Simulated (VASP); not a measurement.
# CdHg3Se4 (P-43m) in VASP: further runs

Runs on CdHg3Se4. Level: PBE. Tasks: single point, relaxation of cell and atoms.

Program: VASP 6.6.1. These are calculated values, not measurements. Logs are shortened: lines on timing, memory, paths and dates and some standing lists are left out, and cuts for length are marked.

## Step 1: The cell of the first run

The structure is cubic, space group P-43m (No. 215). Conventional cell: a = 6.244 Å, b = 6.244 Å, c = 6.244 Å, α = 90.00°, β = 90.00°, γ = 90.00°. Cd (site symmetry -43m) has 4 Se at 2.69 Å within 3.5 Å. Within 3.6 Å of Hg (site symmetry -42m) lie 4 Se at 2.71 Å. Se (site symmetry 3m) has 1 Cd at 2.69 Å and 3 Hg at 2.71 Å within 3.5 Å.

## Step 2: Single point, PBE

Contents of INCAR:

```
SYSTEM = CdHg3Se4
  PREC = Accurate
  ENCUT = 520
  EDIFF = 1E-6
  ISMEAR = 0
  SIGMA = 0.1
  LREAL = .FALSE.
  LASPH = .TRUE.
  NELM = 60
  ALGO = Normal
  ISIF = 2
  LWAVE = .FALSE.
  LCHARG = .FALSE.
  GGA = PE
  NBANDS = 46
```

Contents of KPOINTS:

```
regular mesh
0
G
  6 6 6
  0 0 0
```

Contents of POSCAR:

```
CdHg3Se4
1.0
    6.2444689783      0.0000000000      0.0000000000
    0.0000000000      6.2444689783      0.0000000000
    0.0000000000      0.0000000000      6.2444689783
Cd Hg Se
1 3 4
Direct
    0.0000000000      0.0000000000      0.0000000000
    0.5000000000      0.0000000000      0.5000000000
    0.5000000000      0.5000000000      0.0000000000
    0.0000000000      0.5000000000      0.5000000000
    0.7514984029      0.2485015971      0.2485015971
    0.7514984029      0.7514984029      0.7514984029
    0.2485015971      0.2485015971      0.7514984029
    0.2485015971      0.7514984029      0.2485015971
```

Potentials or basis: VASP PAW PBE potentials, release 64 (Cd, Hg, Se).

Run with:

```bash
> cat potpaw_PBE.64/Cd/POTCAR potpaw_PBE.64/Hg/POTCAR potpaw_PBE.64/Se/POTCAR > POTCAR
> mpirun -np 1 vasp_std > vasp.out
```

OUTCAR:

```text
SYSTEM = CdHg3Se4
   PREC = Accurate
   ENCUT = 520
   EDIFF = 1E-6
   ISMEAR = 0
   LREAL = .FALSE.
   LASPH = .TRUE.
   NELM = 60
   ISIF = 2
   GGA = PE

 ion  position               nearest neighbor table
   1  0.000  0.000  0.000-   5 2.69   6 2.69   7 2.69   8 2.69
   2  0.500  0.000  0.500-   5 2.71   6 2.71   7 2.71   8 2.71
   3  0.500  0.500  0.000-   5 2.71   6 2.71   7 2.71   8 2.71
   4  0.000  0.500  0.500-   5 2.71   6 2.71   7 2.71   8 2.71
   5  0.751  0.249  0.249-   1 2.69   2 2.71   3 2.71   4 2.71
   6  0.751  0.751  0.751-   1 2.69   2 2.71   3 2.71   4 2.71
   7  0.249  0.249  0.751-   1 2.69   2 2.71   3 2.71   4 2.71
   8  0.249  0.751  0.249-   1 2.69   2 2.71   3 2.71   4 2.71

  LATTYP: Found a simple cubic cell.
 ALAT       =     6.2444689783

  Lattice vectors:

 A1 = (   6.2444689783,   0.0000000000,   0.0000000000)
 A2 = (   0.0000000000,   6.2444689783,   0.0000000000)
 A3 = (   0.0000000000,   0.0000000000,   6.2444689783)

Analysis of symmetry for initial positions (statically):
=====================================================================
 Subroutine PRICEL returns:
 Original cell was already a primitive cell.

 Routine SETGRP: Setting up the symmetry group for a
 simple cubic supercell.

 Subroutine GETGRP returns: Found 24 space group operations
 (whereof 24 operations were pure point group operations)
 out of a pool of 48 trial point group operations.

The static configuration has the point symmetry T_d .

Analysis of symmetry for dynamics (positions and initial velocities):
=====================================================================
 Subroutine PRICEL returns:
 Original cell was already a primitive cell.

 Routine SETGRP: Setting up the symmetry group for a
 simple cubic supercell.

 Subroutine GETGRP returns: Found 24 space group operations
 (whereof 24 operations were pure point group operations)
 out of a pool of 48 trial point group operations.

The dynamic configuration has the point symmetry T_d .

 Subroutine INISYM returns: Found 24 space group operations
 (whereof 24 operations are pure point group operations),
 and found     1 'primitive' translations

----------------------------------------------------------------------------------------

                                     Primitive cell

  volume of cell :     243.4930

  direct lattice vectors                    reciprocal lattice vectors
     6.244468978  0.000000000  0.000000000     0.160141720  0.000000000  0.000000000
     0.000000000  6.244468978  0.000000000     0.000000000  0.160141720  0.000000000
[... 101 lines left out ...]
   TEBEG  =    0.0;   TEEND  =   0.0 temperature during run
   PSTRESS=    0.0 pullay stress
   NELECT =      72.0000    total number of electrons
   NUPDOWN=      -1.0000    fix difference up-down
   EMIN   =  10.00;   EMAX   =-10.00  energy-range for DOS
   EFERMI =   0.00;   METHOD = LEGACY
   ISMEAR =     0;   SIGMA  =   0.10  broadening in eV -4-tet -1-fermi 0-gaus
   EFERMI_NEDOS =   21; number of points for ismear=-14 and -15
   IALGO  =     38    algorithm
   IMIX   =      4    mixing-type and parameters
     AMIX     =   0.40;   BMIX     =  1.00
     AMIX_MAG =   1.60;   BMIX_MAG =  1.00
  volume/ion in A,a.u.               =      30.44       205.40
  Fermi-wavevector in a.u.,A,eV,Ry     =   1.090662  2.061052 16.184721  1.189543
  Thomas-Fermi vector in A             =   2.226891
   LORBIT       =      0    0 simple, 1 ext, 2 COOP (PROOUT), +10 PAW based schemes
   GGA     = PE    functional components
   LHFCALC =     F    Hartree Fock is set to
   AEXX    =    0.0000 exact exchange contribution
   IVDW    =     0    specifies the selected vdW correction
   LEPSILON=     F    determine dielectric tensor
   LRPA    =     F    only Hartree local field effects (RPA)
 non-spin polarized calculation
 Gauss-broadening in eV      SIGMA  =   0.10
  energy-cutoff  :      520.00
  volume of cell :      243.49
 maximum number of plane-waves:      6704
 NGX is ok and might be reduce to    48
   NGX = 23   NGY = 23   NGZ = 23

 number of electron      71.9999999 magnetization

 Free energy of the ion-electron system (eV)
  ---------------------------------------------------
  ext. energy  EPLUGINS =         0.00000000
  ---------------------------------------------------
  free energy    TOTEN  =       -17.74240642 eV

  energy without entropy =      -17.74129430  energy(sigma->0) =      -17.74185036

 E-fermi :   0.9022     XC(G=0):  -8.6441

 val. band max:        0.8471892360   @ k =   0.0000   0.0000   0.0000
 cond. band min:       1.5078838982   @ k =   0.1667   0.0000   0.0000
 fundamental gap:      0.6606946621
 Fermi energy:         0.9021693636

 k-point     1 :       0.0000    0.0000    0.0000
  band No.  band energies     occupation
      1     -11.8979      2.00000
      2     -11.4025      2.00000
      3     -11.4025      2.00000
      4     -11.4025      2.00000
      5      -6.9796      2.00000
      6      -6.9796      2.00000
[... 969 lines left out ...]
     45       7.1521      0.00000
     46       7.2440      0.00000

------------------------ aborting loop because EDIFF is reached ----------------------------------------

  FORCE on cell =-STRESS in cart. coord.  units (eV):
  Direction    XX          YY          ZZ          XY          YZ          ZX
  --------------------------------------------------------------------------------------
  -------------------------------------------------------------------------------------
  Total        0.3079835      0.3079835      0.3079835     -0.0000000     -0.0000000      0.0000000
  in kB        2.0265229      2.0265229      2.0265229     -0.0000000     -0.0000000      0.0000000
  external PRESSURE =       2.0265229 kB  Pullay stress =       0.0000000 kB

 VOLUME and BASIS-vectors are now :
 -----------------------------------------------------------------------------
  energy-cutoff  :      520.00
  volume of cell :      243.49
      direct lattice vectors                 reciprocal lattice vectors
     6.244468978  0.000000000  0.000000000     0.160141720  0.000000000  0.000000000
     0.000000000  6.244468978  0.000000000     0.000000000  0.160141720  0.000000000
     0.000000000  0.000000000  6.244468978     0.000000000  0.000000000  0.160141720

 POSITION                                       TOTAL-FORCE (eV/Angst)
 -----------------------------------------------------------------------------------
      0.00000      0.00000      0.00000         0.000000      0.000000      0.000000
      3.12223      0.00000      3.12223         0.000000      0.000000      0.000000
      3.12223      3.12223      0.00000        -0.000000      0.000000     -0.000000
      0.00000      3.12223      3.12223        -0.000000      0.000000     -0.000000
      4.69271      1.55176      1.55176        -0.001277      0.001277      0.001277
      4.69271      4.69271      4.69271        -0.001277     -0.001277     -0.001277
      1.55176      1.55176      4.69271         0.001277      0.001277     -0.001277
      1.55176      4.69271      1.55176         0.001277     -0.001277      0.001277
 -----------------------------------------------------------------------------------
    total drift:                                0.000000      0.000000     -0.000000

  FREE ENERGIE OF THE ION-ELECTRON SYSTEM (eV)
  ---------------------------------------------------
  free  energy   TOTEN  =       -17.7424064248 eV

  energy  without entropy=      -17.7412943026  energy(sigma->0) =      -17.74185036
```

OSZICAR:

```text
N       E                     dE             d eps       ncg     rms          rms(c)
DAV:   1     0.519081123458E+03    0.51908E+03   -0.33140E+04  1840   0.139E+03
DAV:   2     0.157158440368E+02   -0.50337E+03   -0.48708E+03  2000   0.334E+02
DAV:   3    -0.186069961882E+02   -0.34323E+02   -0.34052E+02  2168   0.832E+01
DAV:   4    -0.190332073206E+02   -0.42621E+00   -0.42552E+00  2038   0.896E+00
DAV:   5    -0.190375034530E+02   -0.42961E-02   -0.42957E-02  2142   0.864E-01    0.125E+01
DAV:   6    -0.177569114761E+02    0.12806E+01   -0.27628E+00  2262   0.134E+01    0.100E+01
DAV:   7    -0.177525538795E+02    0.43576E-02   -0.11793E+00  1990   0.425E+00    0.449E+00
DAV:   8    -0.177461334166E+02    0.64205E-02   -0.18048E-01  2082   0.318E+00    0.642E-01
DAV:   9    -0.177421829809E+02    0.39504E-02   -0.32798E-02  2106   0.158E+00    0.202E-01
DAV:  10    -0.177423250828E+02   -0.14210E-03   -0.18778E-03  1996   0.272E-01    0.818E-02
DAV:  11    -0.177423999341E+02   -0.74851E-04   -0.58146E-04  2094   0.141E-01    0.379E-02
DAV:  12    -0.177424102870E+02   -0.10353E-04   -0.98857E-05  1980   0.473E-02    0.219E-02
DAV:  13    -0.177424057368E+02    0.45502E-05   -0.22715E-05  2044   0.288E-02    0.615E-03
DAV:  14    -0.177424064248E+02   -0.68796E-06   -0.55766E-06  1696   0.960E-03
   1 F= -.17742406E+02 E0= -.17741850E+02  d E =-.111212E-02
```

Wall time 98 s (1 thread of Intel Xeon 6975P-C (Granite Rapids), shared host); peak memory 0.43 GiB.

What came out:

```
Free energy            : -17.7424 eV
Pressure               : 0.2 GPa
Band gap on the k mesh : zero (filled and empty bands touch)
```

Forces in eV/Å, atoms in the order of the input:
```
Cd   0.000  0.000  0.000
Hg   0.000  0.000  0.000
Hg   0.000  0.000  0.000
Hg   0.000  0.000  0.000
Se  -0.001  0.001  0.001
Se  -0.001 -0.001 -0.001
Se   0.001  0.001 -0.001
Se   0.001 -0.001  0.001
```

Caveat: semilocal functionals underestimate gaps, and a narrow one can read as zero; spin-orbit coupling is left out, which moves the levels of the heavy elements.

## Step 3: Relaxation of cell and atoms, PBE

This run uses another cell than the first one, of 30.66 Å³/atom.

Contents of INCAR:

```
PREC = Accurate
ENCUT = 600
EDIFF = 1E-7
ISMEAR = 0
SIGMA = 0.1
LREAL = False
LASPH = True
NELM = 80
ALGO = Normal
ISIF = 3
LWAVE = False
LCHARG = False
GGA = PE
IBRION = 2
NSW = 100
EDIFFG = -0.01
```

Contents of KPOINTS:

```
Automatic mesh
0
Gamma
  6 6 6
```

Contents of POSCAR:

```
CdHg3Se4
1.0
    6.2596341169      0.0000000000      0.0000000000
    0.0000000000      6.2596341169      0.0000000000
    0.0000000000      0.0000000000      6.2596341169
Cd Hg Se
1 3 4
Direct
    0.0000000000      0.0000000000      0.0000000000
    0.5000000000      0.0000000000      0.5000000000
    0.5000000000      0.5000000000      0.0000000000
    0.0000000000      0.5000000000      0.5000000000
    0.7515614770      0.2484385230      0.2484385230
    0.7515614770      0.7515614770      0.7515614770
    0.2484385230      0.2484385230      0.7515614770
    0.2484385230      0.7515614770      0.2484385230
```

Potentials or basis: VASP PAW PBE potentials, release 64 (Cd, Hg, Se).

Run with:

```bash
> cat potpaw_PBE.64/Cd/POTCAR potpaw_PBE.64/Hg/POTCAR potpaw_PBE.64/Se/POTCAR > POTCAR
> mpirun -np 1 vasp_std > vasp.out
```

Wall time 3.7 min (1 thread of Intel Xeon 6975P-C (Granite Rapids), shared host); peak memory 0.51 GiB.

The run converged. Its results:

| Property | Result |
| --- | --- |
| Free energy | -17.7435 eV |
| Relaxed volume | 30.57 Å³/atom |
| Relaxed cell | a = 6.254 Å, b = 6.254 Å, c = 6.254 Å, α = 90.00°, β = 90.00°, γ = 90.00° |
| Space group after relaxing (to 0.1 Å) | P-43m (No. 215) |
| Energy gained by relaxing | 0.0 meV/atom |
| Ionic steps | 2 |
| Pressure after relaxing | 0.0 GPa |
| Largest force after relaxing | 0.005 eV/Å |
| Band gap on the k mesh | zero (filled and empty bands touch) |

Forces in eV/Å, atoms in the order of the input:
```
Cd   0.000  0.000  0.000
Hg   0.000  0.000  0.000
Hg   0.000  0.000  0.000
Hg   0.000  0.000  0.000
Se  -0.003  0.003  0.003
Se  -0.003 -0.003 -0.003
Se   0.003  0.003 -0.003
Se   0.003 -0.003  0.003
```

The path:
```csv
step,energy change (eV),largest force (eV/Å),pressure (GPa),volume (Å³)
1,0.0000,0.0072,-0.10,245.27
2,-0.0002,0.0047,0.02,244.58
```

Final structure:
```xyz
8
Lattice="6.2537 0.0000 0.0000 0.0000 6.2537 0.0000 0.0000 0.0000 6.2537" Properties=species:S:1:pos:R:3 pbc="T T T"
Cd    0.0000    6.2537    6.2537
Hg    3.1269    6.2537    3.1269
Hg    3.1269    3.1269    6.2537
Hg    0.0000    3.1269    3.1269
Se    4.6999    1.5539    1.5539
Se    4.6999    4.6999    4.6999
Se    1.5539    1.5539    4.6999
Se    1.5539    4.6999    1.5539
```

Levels at points of the mesh, in eV from the Fermi level:
```tsv
k point	band 32	band 33	band 34	band 35	band 36	band 37	band 38	band 39	band 40	band 41
(0.00, 0.00, 0.00)	-1.89	-1.89	-0.71	-0.06	-0.06	-0.06	2.60	2.60	3.16	3.16
(0.50, 0.00, 0.00)	-2.08	-1.15	-1.15	-1.00	-1.00	2.15	2.30	3.40	3.74	3.80
(0.50, 0.50, 0.00)	-2.03	-0.90	-0.90	-0.85	-0.72	2.34	2.39	2.39	3.21	5.63
(0.50, 0.50, 0.50)	-0.78	-0.78	-0.76	-0.76	-0.76	1.12	1.12	1.12	2.01	6.15
```

Caveat: semilocal functionals underestimate gaps, and a narrow one can read as zero; spin-orbit coupling is left out, which moves the levels of the heavy elements.

The gap in the log of VASP goes by the Fermi energy; the results here count the filled bands.